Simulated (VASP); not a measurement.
# SrTiO3 (Cmmm) in VASP: single point with PBE

Aim: the single point of SrTiO3 with PBE.

All numbers are computed with VASP 6.6.1; they aren't measurements. Logs are shortened: lines on timing, memory, paths and dates and some standing lists are left out, and cuts for length are marked.

### 1 The cell of the first run

It takes space group Cmmm (No. 65, orthorhombic). The conventional cell has a = 5.533 Å, b = 5.802 Å, c = 3.868 Å, α = 90.00°, β = 90.00°, γ = 90.00°. Sr (site symmetry mmm) has 12 O at 2.77 to 2.90 Å and 8 Ti at 3.38 to 3.49 Å within 3.6 Å. Ti (site symmetry mmm) has 6 O at 1.93 to 2.00 Å within 2.6 Å. Within 3.0 Å of O (site symmetry 2/m) lie 2 Ti at 2.00 Å and 8 O at 2.77 to 2.90 Å and 4 Sr at 2.79 Å. Within 3.0 Å of O (site symmetry 2/m) lie 2 Ti at 2.00 Å and 8 O at 2.77 to 2.90 Å and 4 Sr at 2.79 Å. Within 2.6 Å of O (site symmetry mmm) lie 2 Ti at 1.93 Å.

### 2 Single point, PBE

File INCAR:

```
SYSTEM = SrTiO3
PREC     = Accurate       ! precision mode
ENCUT    = 520            ! plane-wave cutoff, eV
EDIFF    = 1E-6           ! SCF threshold, eV
ISMEAR   = 0              ! smearing method
SIGMA    = 0.02           ! smearing width, eV
LREAL    = .False.        ! projectors in reciprocal space
LASPH    = .True.         ! aspherical terms in the spheres
NELM     = 80             ! most SCF steps
ALGO     = Normal         ! electronic algorithm
ISIF     = 2              ! what is computed and relaxed
LWAVE    = .False.        ! write WAVECAR
LCHARG   = .False.        ! write CHGCAR
GGA      = PE             ! functional
NBANDS   = 51             ! bands
```

File KPOINTS:

```
Automatic mesh
0
Gamma
  7 3 10
  0 0 0
```

File POSCAR:

```
SrTiO3
1.0
    3.8677061051      0.0000000000      0.0000000000
    0.0000000000     11.6031183152      0.0000166970
    0.0000000000     -2.9007756299      2.7666738478
Sr Ti O
2 2 6
Direct
    0.0000000000      0.0000000000      0.0000000000
    0.0000000000      0.5000000000      0.0000000000
    0.5000000000      0.2500000000      0.0000000000
    0.5000000000      0.7500000000      0.0000000000
    0.5000000000      0.0000000000      0.5000000000
    0.5000000000      0.5000000000      0.5000000000
    0.5000000000      0.2500000000      0.5000000000
    0.5000000000      0.7500000000      0.5000000000
    0.0000000000      0.2500000000      0.0000000000
    0.0000000000      0.7500000000      0.0000000000
```

Potentials or basis: VASP PAW PBE potentials, release 64 (Sr_sv, Ti_sv, O).

Launch:

```console
> cat potpaw_PBE.64/Sr_sv/POTCAR potpaw_PBE.64/Ti_sv/POTCAR potpaw_PBE.64/O/POTCAR > POTCAR
> mpirun -np 1 vasp_std > vasp.out
```

OUTCAR:

```text
SYSTEM = SrTiO3
   PREC = Accurate
   ENCUT = 520
   EDIFF = 1E-6
   ISMEAR = 0
   LREAL = .False.
   LASPH = .True.
   NELM = 80
   ISIF = 2
   GGA = PE

 ion  position               nearest neighbor table
   1  0.000  0.000  0.000-   9 2.77  10 2.77   5 2.79   5 2.79   5 2.79   5 2.79   8 2.79   7 2.79
                             7 2.79   8 2.79  10 2.90   9 2.90   3 3.38   4 3.38   3 3.38   4 3.38
   2  0.000  0.500  0.000-  10 2.77   9 2.77   6 2.79   6 2.79   6 2.79   6 2.79   7 2.79   8 2.79
                             8 2.79   7 2.79  10 2.90   9 2.90   4 3.38   3 3.38   4 3.38   3 3.38
   3  0.500  0.250  0.000-   9 1.93   9 1.93   7 2.00   7 2.00   6 2.00   5 2.00   1 3.38   2 3.38
                             2 3.38   1 3.38   1 3.49   2 3.49   2 3.49   1 3.49
   4  0.500  0.750  0.000-  10 1.93  10 1.93   8 2.00   8 2.00   5 2.00   6 2.00   2 3.38   1 3.38
                             1 3.38   2 3.38   1 3.49   2 3.49   2 3.49   1 3.49
   5  0.500  0.000  0.500-   3 2.00   4 2.00   1 2.79   1 2.79   1 2.79   1 2.79
   6  0.500  0.500  0.500-   4 2.00   3 2.00   2 2.79   2 2.79   2 2.79   2 2.79
   7  0.500  0.250  0.500-   3 2.00   3 2.00   1 2.79   2 2.79   2 2.79   1 2.79
   8  0.500  0.750  0.500-   4 2.00   4 2.00   2 2.79   1 2.79   1 2.79   2 2.79
   9  0.000  0.250  0.000-   3 1.93   3 1.93   1 2.77   2 2.77   2 2.90   1 2.90
  10  0.000  0.750  0.000-   4 1.93   4 1.93   2 2.77   1 2.77   2 2.90   1 2.90

  LATTYP: Found a simple monoclinic cell.
 ALAT       =     4.0086136550
 B/A-ratio  =     0.9648488076
 C/A-ratio  =     2.0000057262
 COS(beta)  =    -0.0472968756

  Lattice vectors:

 A1 = (   0.0000000000,  -2.9007756299,   2.7666738478)
 A2 = (   3.8677061051,   0.0000000000,   0.0000000000)
 A3 = (   0.0000000000,   5.8015670554,   5.5333643926)

Analysis of symmetry for initial positions (statically):
=====================================================================
 Subroutine PRICEL returns following result:

  LATTYP: Found a base centered orthorhombic cell.
 ALAT       =     5.5333560441
 B/A-ratio  =     1.0484702433
 C/A-ratio  =     0.6989801622

  Lattice vectors:

 A1 = (   0.0000000000,   2.9007835277,   2.7666821963)
 A2 = (   0.0000000000,  -2.9007756299,   2.7666738478)
 A3 = (   3.8677061051,   0.0000000000,   0.0000000000)

   2 primitive cells build up your supercell.

 Routine SETGRP: Setting up the symmetry group for a
 simple monoclinic supercell.

 Subroutine GETGRP returns: Found  4 space group operations
 (whereof  4 operations were pure point group operations)
 out of a pool of  4 trial point group operations.

The static configuration has the point symmetry C_2h.

Analysis of symmetry for dynamics (positions and initial velocities):
=====================================================================
 Subroutine PRICEL returns following result:

  LATTYP: Found a base centered orthorhombic cell.
 ALAT       =     5.5333560441
 B/A-ratio  =     1.0484702433
 C/A-ratio  =     0.6989801622

  Lattice vectors:

 A1 = (   0.0000000000,   2.9007835277,   2.7666821963)
 A2 = (   0.0000000000,  -2.9007756299,   2.7666738478)
 A3 = (   3.8677061051,   0.0000000000,   0.0000000000)

   2 primitive cells build up your supercell.

 Routine SETGRP: Setting up the symmetry group for a
 simple monoclinic supercell.

 Subroutine GETGRP returns: Found  4 space group operations
 (whereof  4 operations were pure point group operations)
 out of a pool of  4 trial point group operations.

The dynamic configuration has the point symmetry C_2h.

 Subroutine INISYM returns: Found  4 space group operations
 (whereof  4 operations are pure point group operations),
 and found     2 'primitive' translations

----------------------------------------------------------------------------------------

                                     Primitive cell

  volume of cell :      62.0807

  direct lattice vectors                    reciprocal lattice vectors
     0.000000000  2.900783528  2.766682196     0.000000000  0.172367197  0.180721904
     0.000000000 -2.900775630  2.766673848     0.000000000 -0.172367717  0.180722396
     3.867706105  0.000000000  0.000000000     0.258551186  0.000000000  0.000000000

  length of vectors
     4.008625132  4.008613655  3.867706105     0.249741581  0.249742296  0.258551186

  position of ions in fractional coordinates (direct lattice)
     0.000000000  0.000000000  0.000000000
     0.500000000  0.500000000  0.500000000
     1.000000000  0.500000000  0.500000000
     0.500000000  0.000000000  0.500000000
     0.500000000  0.500000000  0.000000000

  ion indices of the primitive-cell ions
   primitive index   ion index
                 1           1
                 2           3
                 3           5
                 4           7
                 5           9

----------------------------------------------------------------------------------------

 KPOINTS: Automatic mesh

Automatic generation of k-mesh.
 Grid dimensions read from file:
 generate k-points for:    7    3   10

 Generating k-lattice:

  Cartesian coordinates                     Fractional coordinates (reciprocal lattice)
     0.036935884  0.000000000  0.000000000     0.142857143  0.000000000  0.000000000
     0.000000000  0.028727866  0.030120317     0.000000000  0.333333333 -0.000000000
     0.000000000 -0.000000052  0.036144430     0.000000000  0.000000000  0.100000000

  Length of vectors
     0.036935884  0.041623597  0.036144430

  Shift w.r.t. Gamma in fractional coordinates (k-lattice)
     0.000000000  0.000000000  0.000000000

 Subroutine IBZKPT returns following result:
 ===========================================

 Found     64 irreducible k-points:

 Following reciprocal coordinates:
            Coordinates               Weight
  0.000000  0.000000  0.000000      1.000000
  0.142857  0.000000  0.000000      2.000000
  0.285714  0.000000  0.000000      2.000000
  0.428571  0.000000  0.000000      2.000000
  0.000000  0.333333  0.000000      2.000000
  0.142857  0.333333  0.000000      4.000000
[... 16 lines left out ...]
  0.285714  0.000000  0.200000      4.000000
  0.428571  0.000000  0.200000      4.000000
 [... further k-points ...]
   k-points           NKPTS =     64   k-points in BZ     NKDIM =     64   number of bands    NBANDS=     51
   number of dos      NEDOS =    301   number of ions     NIONS =     10
   total plane-waves  NPLWV =  81000
   dimension x,y,z NGX =    30 NGY =   90 NGZ =   30
   dimension x,y,z NGXF=    60 NGYF=  180 NGZF=   60
   ions per type =               2   2   6
   NGX,Y,Z   is equivalent  to a cutoff of  12.89, 12.89, 12.44 a.u.
   NGXF,Y,Z  is equivalent  to a cutoff of  25.79, 25.79, 24.88 a.u.
 SYSTEM =  SrTiO3
   PREC   = accura    normal or accurate (medium, high low for compatibility)
   ISTART =      0    job   : 0-new  1-cont  2-samecut
   ICHARG =      2    charge: 1-file 2-atom 10-const
   ISPIN  =      1    spin polarized calculation?
   LNONCOLLINEAR =      F non collinear calculations
   LSORBIT =      F    spin-orbit coupling
   LASPH  =      T    aspherical Exc in radial PAW
   ENCUT  =  520.0 eV  38.22 Ry    6.18 a.u.   7.19 21.57  7.45*2*pi/ulx,y,z
   NELM   =     80;   NELMIN=  2; NELMDL= -5     # of ELM steps
   EDIFF  = 0.1E-05   stopping-criterion for ELM
   LREAL  =      F    real-space projection
   EDIFFG = 0.1E-04   stopping-criterion for IOM
   NSW    =      0    number of steps for IOM
   IBRION =     -1    ionic relax: 0-MD 1-quasi-New 2-CG
   NFREE  =      0    steps in history (QN), initial steepest desc. (CG)
   ISIF   =      2    stress and relaxation
   ISYM   =      2    0-nonsym 1-usesym 2-fastsym
   POTIM  = 0.5000    time-step for ionic-motion
   TEBEG  =    0.0;   TEEND  =   0.0 temperature during run
   PSTRESS=    0.0 pullay stress
   NELECT =      80.0000    total number of electrons
   NUPDOWN=      -1.0000    fix difference up-down
   EMIN   =  10.00;   EMAX   =-10.00  energy-range for DOS
   EFERMI =   0.00;   METHOD = LEGACY
   ISMEAR =     0;   SIGMA  =   0.02  broadening in eV -4-tet -1-fermi 0-gaus
   EFERMI_NEDOS =   21; number of points for ismear=-14 and -15
   IALGO  =     38    algorithm
   IMIX   =      4    mixing-type and parameters
     AMIX     =   0.40;   BMIX     =  1.00
     AMIX_MAG =   1.60;   BMIX_MAG =  1.00
  volume/ion in A,a.u.               =      12.42        83.79
  Fermi-wavevector in a.u.,A,eV,Ry     =   1.413978  2.672030 27.202576  1.999333
  Thomas-Fermi vector in A             =   2.535567
   LORBIT       =      0    0 simple, 1 ext, 2 COOP (PROOUT), +10 PAW based schemes
   GGA     = PE    functional components
   LHFCALC =     F    Hartree Fock is set to
   AEXX    =    0.0000 exact exchange contribution
   IVDW    =     0    specifies the selected vdW correction
   LEPSILON=     F    determine dielectric tensor
   LRPA    =     F    only Hartree local field effects (RPA)
 non-spin polarized calculation
 Gauss-broadening in eV      SIGMA  =   0.02
  energy-cutoff  :      520.00
  volume of cell :      124.16
 maximum number of plane-waves:      3367
 NGX is ok and might be reduce to    30
   NGX = 15   NGY = 43   NGZ = 15

 number of electron      80.0000021 magnetization

 Free energy of the ion-electron system (eV)
  ---------------------------------------------------
  ext. energy  EPLUGINS =         0.00000000
  ---------------------------------------------------
  free energy    TOTEN  =       -80.03713649 eV

  energy without entropy =      -80.03713649  energy(sigma->0) =      -80.03713649

 E-fermi :   3.9963     XC(G=0): -11.0512

 val. band max:        3.8218312446   @ k =   0.4286   0.0000   0.5000
 cond. band min:       5.5483901722   @ k =   0.0000   0.0000   0.0000
 fundamental gap:      1.7265589275
 Fermi energy:         3.9963287630

 k-point     1 :       0.0000    0.0000    0.0000
  band No.  band energies     occupation
      1     -52.8041      2.00000
      2     -52.8031      2.00000
      3     -29.1693      2.00000
      4     -29.0894      2.00000
      5     -29.0425      2.00000
      6     -29.0406      2.00000
[... 43 lines left out ...]
     50       9.0445      0.00000
     51       9.3560      0.00000
[... 1240 lines left out ...]
     50      11.1154      0.00000
     51      11.3946      0.00000

 [... further k-points ...]

------------------------ aborting loop because EDIFF is reached ----------------------------------------

  FORCE on cell =-STRESS in cart. coord.  units (eV):
  Direction    XX          YY          ZZ          XY          YZ          ZX
  --------------------------------------------------------------------------------------
  -------------------------------------------------------------------------------------
  Total        2.4266275     -7.3726761      0.5025413      0.0000000      0.0004580      0.0000000
  in kB       31.3131592    -95.1368862      6.4847839      0.0000000      0.0059098      0.0000000
  external PRESSURE =     -19.1129811 kB  Pullay stress =       0.0000000 kB

 VOLUME and BASIS-vectors are now :
 -----------------------------------------------------------------------------
  energy-cutoff  :      520.00
  volume of cell :      124.16
      direct lattice vectors                 reciprocal lattice vectors
     3.867706105  0.000000000  0.000000000     0.258551186  0.000000000  0.000000000
     0.000000000 11.603118315  0.000016697     0.000000000  0.086183599  0.090360952
     0.000000000 -2.900775630  2.766673848     0.000000000 -0.000000520  0.361444300

 POSITION                                       TOTAL-FORCE (eV/Angst)
 -----------------------------------------------------------------------------------
      0.00000      0.00000      0.00000         0.000000      0.000000     -0.000000
      0.00000      5.80156      0.00001         0.000000     -0.000000     -0.000000
      1.93385      2.90078      0.00000         0.000000     -0.000000      0.000000
      1.93385      8.70234      0.00001         0.000000      0.000000     -0.000000
      1.93385     -1.45039      1.38334        -0.000000      0.000000     -0.000000
      1.93385      4.35117      1.38335        -0.000000      0.000000      0.000000
      1.93385      1.45039      1.38334        -0.000000     -0.000000     -0.000000
      1.93385      7.25195      1.38335        -0.000000     -0.000000      0.000000
      0.00000      2.90078      0.00000        -0.000000     -0.000000     -0.000000
      0.00000      8.70234      0.00001        -0.000000      0.000000     -0.000000
 -----------------------------------------------------------------------------------
    total drift:                                0.000000      0.000000     -0.000000

  FREE ENERGIE OF THE ION-ELECTRON SYSTEM (eV)
  ---------------------------------------------------
  free  energy   TOTEN  =       -80.0371364888 eV

  energy  without entropy=      -80.0371364888  energy(sigma->0) =      -80.03713649
```

It took 13 min on 1 thread of AMD EPYC 7R43 (Zen 3), shared host; peak memory 0.44 GiB.

What came out:

```yaml
Free_energy: -80.0371 eV
Pressure: -1.9 GPa
Band_gap_on_the_k_mesh: 1.73 eV
```

Caveat: an odd mesh through Γ misses points on the zone boundary, where band edges can lie.
